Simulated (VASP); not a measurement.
# Ag (P6_3/mmc) in VASP: a series of runs

Ag is run at these levels: PBEsol, r2SCAN; tasks: electric field gradients.

Everything below comes from runs of VASP 6.6.1. Logs are shortened: lines on timing, memory, paths and dates and some standing lists are left out, and cuts for length are marked.

### 1 The cell of the first run

It takes space group P6_3/mmc (No. 194, hexagonal). The conventional cell has a = 2.930 Å, b = 2.930 Å, c = 4.790 Å, α = 90.00°, β = 90.00°, γ = 120.00°. Within 3.9 Å of Ag (site symmetry -6m2) lie 12 Ag at 2.93 Å.

This isn't the form of Ag at room conditions, which is fcc.

### 2 Electric field gradients, PBEsol

INCAR reads:

```
SYSTEM = Ag
  PREC = Accurate
  ENCUT = 520
  EDIFF = 1E-8
  ISMEAR = -1
  SIGMA = 0.05
  LREAL = .FALSE.
  LASPH = .TRUE.
  NELM = 80
  ALGO = Normal
  ISIF = 2
  LWAVE = .FALSE.
  LCHARG = .FALSE.
  GGA = PS
  LEFG = .TRUE.
  NBANDS = 18
```

KPOINTS reads:

```
Automatic mesh
0
G
  14 14 8
  0 0 0
```

POSCAR reads:

```
Ag
1.0
    2.9299980804      0.0000000000      0.0000000000
   -1.4649990402      2.5374527707      0.0000000000
    0.0000000000      0.0000000000      4.7900000000
Ag
2
Direct
    0.3333333333      0.6666666667      0.2500000000
    0.6666666667      0.3333333333      0.7500000000
```

Potentials or basis: VASP PAW PBE potentials, release 64 (Ag).

Started as:

```console
cat potpaw_PBE.64/Ag/POTCAR > POTCAR
mpirun -np 1 vasp_std > vasp.out
```

OUTCAR:

```text
SYSTEM = Ag
   PREC = Accurate
   ENCUT = 520
   EDIFF = 1E-8
   ISMEAR = -1
   LREAL = .FALSE.
   LASPH = .TRUE.
   NELM = 80
   ISIF = 2
   GGA = PS

 ion  position               nearest neighbor table
   1  0.333  0.667  0.250-   2 2.93   2 2.93   2 2.93   2 2.93   2 2.93   2 2.93
   2  0.667  0.333  0.750-   1 2.93   1 2.93   1 2.93   1 2.93   1 2.93   1 2.93

  LATTYP: Found a hexagonal cell.
 ALAT       =     2.9299980804
 C/A-ratio  =     1.6348133577

  Lattice vectors:

 A1 = (   2.9299980804,   0.0000000000,   0.0000000000)
 A2 = (  -1.4649990402,   2.5374527707,   0.0000000000)
 A3 = (   0.0000000000,   0.0000000000,   4.7900000000)

Analysis of symmetry for initial positions (statically):
=====================================================================
 Subroutine PRICEL returns:
 Original cell was already a primitive cell.

 Routine SETGRP: Setting up the symmetry group for a
 hexagonal supercell.

 Subroutine GETGRP returns: Found 24 space group operations
 (whereof 12 operations were pure point group operations)
 out of a pool of 24 trial point group operations.

The static configuration has the point symmetry D_3d.
 The point group associated with its full space group is D_6h.

Analysis of symmetry for dynamics (positions and initial velocities):
=====================================================================
 Subroutine PRICEL returns:
 Original cell was already a primitive cell.

 Routine SETGRP: Setting up the symmetry group for a
 hexagonal supercell.

 Subroutine GETGRP returns: Found 24 space group operations
 (whereof 12 operations were pure point group operations)
 out of a pool of 24 trial point group operations.

The dynamic configuration has the point symmetry D_3d.
 The point group associated with its full space group is D_6h.

 Subroutine INISYM returns: Found 24 space group operations
 (whereof 12 operations are pure point group operations),
 and found     1 'primitive' translations

----------------------------------------------------------------------------------------

                                     Primitive cell

  volume of cell :      35.6124

  direct lattice vectors                    reciprocal lattice vectors
     2.929998080  0.000000000  0.000000000     0.341297152  0.197048003  0.000000000
    -1.464999040  2.537452771  0.000000000     0.000000000  0.394096005  0.000000000
     0.000000000  0.000000000  4.790000000     0.000000000  0.000000000  0.208768267

  length of vectors
     2.929998080  2.929998080  4.790000000     0.394096005  0.394096005  0.208768267

  position of ions in fractional coordinates (direct lattice)
     0.333333333  0.666666667  0.250000000
     0.666666667  0.333333333  0.750000000

  ion indices of the primitive-cell ions
   primitive index   ion index
                 1           1
                 2           2

----------------------------------------------------------------------------------------

 KPOINTS: Automatic mesh

Automatic generation of k-mesh.
 Grid dimensions read from file:
 generate k-points for:   14   14    8

 Generating k-lattice:

  Cartesian coordinates                     Fractional coordinates (reciprocal lattice)
     0.024378368  0.014074857  0.000000000     0.071428571  0.000000000  0.000000000
     0.000000000  0.028149715  0.000000000     0.000000000  0.071428571  0.000000000
     0.000000000  0.000000000  0.026096033     0.000000000  0.000000000  0.125000000

  Length of vectors
     0.028149715  0.028149715  0.026096033

  Shift w.r.t. Gamma in fractional coordinates (k-lattice)
     0.000000000  0.000000000  0.000000000

 Subroutine IBZKPT returns following result:
 ===========================================

 Found    120 irreducible k-points:

 Following reciprocal coordinates:
            Coordinates               Weight
  0.000000  0.000000  0.000000      1.000000
  0.071429  0.000000  0.000000      6.000000
  0.142857  0.000000  0.000000      6.000000
  0.214286  0.000000  0.000000      6.000000
  0.285714  0.000000  0.000000      6.000000
  0.357143  0.000000  0.000000      6.000000
[... 16 lines left out ...]
  0.285714  0.285714  0.000000      6.000000
  0.357143  0.285714  0.000000      6.000000
 [... further k-points ...]
   k-points           NKPTS =    120   k-points in BZ     NKDIM =    120   number of bands    NBANDS=     18
   number of dos      NEDOS =    301   number of ions     NIONS =      2
   total plane-waves  NPLWV =  20736
   dimension x,y,z NGX =    24 NGY =   24 NGZ =   36
   dimension x,y,z NGXF=    48 NGYF=   48 NGZF=   72
   ions per type =               2
   NGX,Y,Z   is equivalent  to a cutoff of  13.62, 13.62, 12.49 a.u.
   NGXF,Y,Z  is equivalent  to a cutoff of  27.23, 27.23, 24.99 a.u.
 SYSTEM =  Ag
   PREC   = accura    normal or accurate (medium, high low for compatibility)
   ISTART =      0    job   : 0-new  1-cont  2-samecut
   ICHARG =      2    charge: 1-file 2-atom 10-const
   ISPIN  =      1    spin polarized calculation?
   LNONCOLLINEAR =      F non collinear calculations
   LSORBIT =      F    spin-orbit coupling
   LASPH  =      T    aspherical Exc in radial PAW
   ENCUT  =  520.0 eV  38.22 Ry    6.18 a.u.   5.45  5.45  8.91*2*pi/ulx,y,z
   NELM   =     80;   NELMIN=  2; NELMDL= -5     # of ELM steps
   EDIFF  = 0.1E-07   stopping-criterion for ELM
   LREAL  =      F    real-space projection
   EDIFFG = 0.1E-06   stopping-criterion for IOM
   NSW    =      0    number of steps for IOM
   IBRION =     -1    ionic relax: 0-MD 1-quasi-New 2-CG
   NFREE  =      0    steps in history (QN), initial steepest desc. (CG)
   ISIF   =      2    stress and relaxation
   ISYM   =      2    0-nonsym 1-usesym 2-fastsym
   POTIM  = 0.5000    time-step for ionic-motion
   TEBEG  =    0.0;   TEEND  =   0.0 temperature during run
   PSTRESS=    0.0 pullay stress
   NELECT =      22.0000    total number of electrons
   NUPDOWN=      -1.0000    fix difference up-down
   EMIN   =  10.00;   EMAX   =-10.00  energy-range for DOS
   EFERMI =   0.00;   METHOD = LEGACY
   ISMEAR =    -1;   SIGMA  =   0.05  broadening in eV -4-tet -1-fermi 0-gaus
   EFERMI_NEDOS =   21; number of points for ismear=-14 and -15
   IALGO  =     38    algorithm
   IMIX   =      4    mixing-type and parameters
     AMIX     =   0.40;   BMIX     =  1.00
     AMIX_MAG =   1.60;   BMIX_MAG =  1.00
  volume/ion in A,a.u.               =      17.81       120.16
  Fermi-wavevector in a.u.,A,eV,Ry     =   1.394276  2.634800 26.449806  1.944006
  Thomas-Fermi vector in A             =   2.517841
   LORBIT       =      0    0 simple, 1 ext, 2 COOP (PROOUT), +10 PAW based schemes
   GGA     = PS    functional components
   LHFCALC =     F    Hartree Fock is set to
   AEXX    =    0.0000 exact exchange contribution
   IVDW    =     0    specifies the selected vdW correction
   LEPSILON=     F    determine dielectric tensor
   LRPA    =     F    only Hartree local field effects (RPA)
 non-spin polarized calculation
  energy-cutoff  :      520.00
  volume of cell :       35.61
 maximum number of plane-waves:       989
 NGX is ok and might be reduce to    24
   NGX = 11   NGY = 11   NGZ = 17

 number of electron      22.0000005 magnetization

 Free energy of the ion-electron system (eV)
  ---------------------------------------------------
  ext. energy  EPLUGINS =         0.00000000
  ---------------------------------------------------
  free energy    TOTEN  =        -6.55843287 eV

  energy without entropy =       -6.55450243  energy(sigma->0) =       -6.55646765

 E-fermi :   7.5918     XC(G=0): -12.1534

 val. band max:        7.5117219398   @ k =   0.0714   0.0714   0.1250
 cond. band min:       7.5989123490   @ k =   0.4286   0.0714   0.2500
 fundamental gap:      0.0871904092
 Fermi energy:         7.5918288902

 k-point     1 :       0.0000    0.0000    0.0000
  band No.  band energies     occupation
      1       0.1289      2.00000
      2       1.5194      2.00000
      3       3.0207      2.00000
      4       3.1178      2.00000
      5       3.1178      2.00000
      6       3.3391      2.00000
[... 10 lines left out ...]
     17      25.3702      0.00000
     18      25.3702      0.00000

 k-point     2 :       0.0714    0.0000    0.0000
  band No.  band energies     occupation
      1       0.2657      2.00000
      2       1.5982      2.00000
      3       2.9398      2.00000
      4       3.1885      2.00000
      5       3.1933      2.00000
      6       3.3134      2.00000
[... 10 lines left out ...]
     17      25.1285      0.00000
     18      25.9356      0.00000

 k-point     3 :       0.1429    0.0000    0.0000
  band No.  band energies     occupation
      1       0.6563      2.00000
      2       1.7965      2.00000
      3       2.8111      2.00000
      4       3.2115      2.00000
      5       3.3644      2.00000
      6       3.3916      2.00000
[... 10 lines left out ...]
     17      25.3743      0.00000
     18      25.6892      0.00000

 k-point     4 :       0.2143    0.0000    0.0000
  band No.  band energies     occupation
      1       1.2142      2.00000
      2       1.9657      2.00000
      3       2.7755      2.00000
      4       2.9515      2.00000
      5       3.1576      2.00000
      6       3.3840      2.00000
[... 375 lines left out ...]
      4       2.9633      2.00000
      5       3.1738      2.00000
      6       3.2309      2.00000
[... 10 lines left out ...]
     17      18.3271      0.00000
     18      20.7042      0.00000

 k-point    23 :       0.2857    0.2857    0.0000
  band No.  band energies     occupation
      1       2.0028      2.00000
      2       2.3466      2.00000
      3       2.4297      2.00000
      4       2.9404      2.00000
      5       2.9538      2.00000
      6       3.2099      2.00000
[... 10 lines left out ...]
     17      18.9107      0.00000
     18      19.0375      0.00000

 k-point    24 :       0.3571    0.2857    0.0000
  band No.  band energies     occupation
      1       1.9786      2.00000
      2       2.3997      2.00000
      3       2.4644      2.00000
      4       2.9158      2.00000
      5       3.0017      2.00000
      6       3.1173      2.00000
[... 10 lines left out ...]
     17      17.8982      0.00000
     18      18.8276      0.00000

 [... further k-points ...]

------------------------ aborting loop because EDIFF is reached ----------------------------------------

  FORCE on cell =-STRESS in cart. coord.  units (eV):
  Direction    XX          YY          ZZ          XY          YZ          ZX
  --------------------------------------------------------------------------------------
  -------------------------------------------------------------------------------------
  Total       -1.3897251     -1.3897251     -1.4764036      0.0000000      0.0000000      0.0000000
  in kB      -62.5228353    -62.5228353    -66.4224475      0.0000000      0.0000000      0.0000000
  external PRESSURE =     -63.8227060 kB  Pullay stress =       0.0000000 kB

 VOLUME and BASIS-vectors are now :
 -----------------------------------------------------------------------------
  energy-cutoff  :      520.00
  volume of cell :       35.61
      direct lattice vectors                 reciprocal lattice vectors
     2.929998080  0.000000000  0.000000000     0.341297152  0.197048003  0.000000000
    -1.464999040  2.537452771  0.000000000     0.000000000  0.394096005  0.000000000
     0.000000000  0.000000000  4.790000000     0.000000000  0.000000000  0.208768267

 POSITION                                       TOTAL-FORCE (eV/Angst)
 -----------------------------------------------------------------------------------
     -0.00000      1.69164      1.19750         0.000000      0.000000      0.000000
      1.46500      0.84582      3.59250        -0.000000     -0.000000      0.000000
 -----------------------------------------------------------------------------------
    total drift:                               -0.000000      0.000000     -0.000000

  FREE ENERGIE OF THE ION-ELECTRON SYSTEM (eV)
  ---------------------------------------------------
  free  energy   TOTEN  =        -6.5584328728 eV

  energy  without entropy=       -6.5545024299  energy(sigma->0) =       -6.55646765

 Electric field gradients (V/A^2)
---------------------------------------------------------------------
 ion       V_xx      V_yy      V_zz      V_xy      V_xz      V_yz
---------------------------------------------------------------------
   1      -1.920    -1.920     3.840    -0.001     0.000    -0.000
   2      -1.920    -1.920     3.840    -0.001    -0.000     0.000
---------------------------------------------------------------------

 Electric field gradients after diagonalization (V/A^2)
 (convention: |V_zz| > |V_xx| > |V_yy|)
----------------------------------------------------------------------
 ion       V_xx      V_yy      V_zz     asymmetry (V_yy - V_xx)/ V_zz
----------------------------------------------------------------------
   1      -1.921    -1.919     3.840       0.000
   2      -1.921    -1.919     3.840       0.000
----------------------------------------------------------------------

           NMR quadrupolar parameters

 Cq : quadrupolar parameter    Cq=e*Q*V_zz/h
 eta: asymmetry parameters     (V_yy - V_xx)/ V_zz
 Q  : nuclear electric quadrupole moment in mb (millibarn)
----------------------------------------------------------------------
 ion       Cq(MHz)       eta       Q (mb)
----------------------------------------------------------------------
   1       0.009       0.000       1.000
   2       0.009       0.000       1.000
----------------------------------------------------------------------
```

Run time: 77 s. Hardware: 1 thread of Intel Xeon 8259CL, shared host; peak memory 0.2 GiB.

What came out:

| Quantity | Value |
| --- | --- |
| Free energy | -6.5584 eV |
| Pressure | -6.4 GPa |
| Band gap on the k mesh | zero (bands 11 and 12 overlap by 6.87 eV) |
| Largest electric field gradient by atom | Ag +3.8 V/Å² |

Stress tensor (GPa, compression positive):
```
-6.25  0.00  0.00
 0.00 -6.25  0.00
 0.00  0.00 -6.64
```

Electric field gradients, principal values (V/Å²):
| atom | least | middle | greatest (by size) |
| --- | --- | --- | --- |
| 1 Ag | -1.919 | -1.921 | 3.840 |
| 2 Ag | -1.919 | -1.921 | 3.840 |

Caveat: the cell stands under tension; without QUAD_EFG the Cq values of the log hold for a quadrupole moment of 1 mb, not for the nuclei; the PAW data sets were made with another functional, which shifts forces and pressure a little.

[end of part 1 of 2]
